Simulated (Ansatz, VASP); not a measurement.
Two plane-wave programs on LiH

```
CELL_PARAMETERS angstrom
0.00000 1.95436 1.95436
1.95436 0.00000 1.95436
1.95436 1.95436 0.00000
ATOMIC_POSITIONS crystal
Li 0.00000 0.00000 0.00000
H 0.50000 0.50000 0.50000
```

Alike in both runs: functional LDA; k mesh 8 × 8 × 8; occupations gaussian, width 0.02 eV; no spin polarisation.

Ansatz relaxed the structure, and its values are those at the end. VASP's run is a single point on that final structure, the one shown.

|  | VASP | Ansatz |
| --- | --- | --- |
| version | VASP 6.6.1 | Ansatz 0.2.0 |
| potentials or method | VASP PAW LDA potentials, release 64 (Li_sv, H), cutoff 750 eV | scalar-relativistic, plane waves, PAW |
| valence electrons in the cell | 4 | 4 |

Ansatz gave:

* gap on the k mesh at the Fermi level (eV): 2.54
* least direct gap on the mesh (eV): 2.54
* pressure (GPa): 0.0

Task: What did VASP give for the same quantities?

Result: gap on the k mesh at the Fermi level (eV): 2.53; least direct gap on the mesh (eV): 2.53; pressure (GPa): -0.2.

Ansatz warns that its potentials were made for another functional, while VASP's fit it. LDA's correlation is that of Perdew and Zunger in VASP and of Perdew and Wang (1992) in Ansatz.
